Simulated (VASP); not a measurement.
SiHgRh:

```
Si Hg Rh
1.0
     4.09201    0.00000    0.00000
    -2.04601    3.54379    0.00000
     0.00000    0.00000    4.04063
Si Hg Rh
1 1 1
Direct
  0.33333 0.66667 0.50000
  0.66667 0.33333 0.00000
  0.00000 0.00000 0.50000
```

The cell was generated, and may not be a known phase.

| Quantity | Value |
| --- | --- |
| Program | VASP 6.6.1 |
| Task | relaxation of cell and atoms |
| Functional | PBE |
| Potentials or basis | VASP PAW PBE potentials, release 64 (Si, Hg, Rh_pv) |
| Cutoff | 600 eV |
| k mesh | 6 × 6 × 4 |
| Occupations | gaussian, width 0.1 eV |
| Spin | no spin polarisation |

At the start: pressure -6.8 GPa; volume 19.53 Å³/atom.

**Question.** Where does the relaxation end?

**Answer.** Over 8 steps the energy falls by 59.6 meV/atom and the volume is 17.33 Å³/atom (-11.3 %); space group P-6m2 (No. 187, to 0.1 Å) before and after.

Step by step:
| step | energy change (eV) | largest force (eV/Å) | pressure (GPa) | volume (Å³) |
| --- | --- | --- | --- | --- |
| 1 | 0.0000 | 0.0000 | -6.80 | 58.59 |
| 2 | -0.0599 | 0.0000 | 5.91 | 51.84 |
| 3 | -0.1009 | 0.0000 | 0.11 | 54.27 |
| 4 | -0.1342 | 0.0000 | 0.12 | 53.56 |
| 5 | -0.1762 | 0.0000 | 1.36 | 51.30 |
| 6 | -0.1775 | 0.0000 | 1.04 | 51.60 |
| 7 | -0.1738 | 0.0000 | -1.93 | 52.75 |
| 8 | -0.1788 | 0.0000 | 0.00 | 51.99 |

Final structure:
```
Si Hg Rh
1.0
     4.08353    0.00000    0.00000
    -2.04177    3.53644    0.00000
     0.00000    0.00000    3.60007
Si Hg Rh
1 1 1
Direct
  0.33333 0.66667 0.50000
  0.66667 0.33333 0.00000
  0.00000 0.00000 0.50000
```

Caveat: the k points lie up to 0.44 Å⁻¹ apart in the final cell, too coarse for converged energies and pressures of a metal.
